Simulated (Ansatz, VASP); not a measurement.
# Zr2Br: VASP beside Ansatz

```xyz
3
Lattice="-2.5309 2.5309 2.6092 2.5309 -2.5309 2.6092 2.5309 2.5309 -2.6092" Properties=species:S:1:pos:R:3 pbc="T T T"
Zr    0.0000    2.5309    1.3046
Zr    2.5309    0.0000    1.3046
Br    0.0000    0.0000    2.6092
```

Alike in both runs: task single point; functional PBE; k mesh 6 × 6 × 6; occupations gaussian, width 0.1 eV; no spin polarisation.

|  | VASP | Ansatz |
| --- | --- | --- |
| version | VASP 6.6.1 | Ansatz 0.2.0 |
| potentials or method | VASP PAW PBE potentials, release 64 (Zr_sv, Br), cutoff 520 eV | scalar-relativistic, plane waves, PAW |
| valence electrons in the cell | 31 | 31 |

```csv
,VASP,Ansatz,Ansatz less VASP
gap on the k mesh at the Fermi level (eV),none,none,-
pressure (GPa),7.4,7.3,-0.10
"traceless stress, the component that is largest in VASP (GPa)",15.09,14.94,-0.148
```

A gap of «none» marks a metal or a gap that the smearing closes.
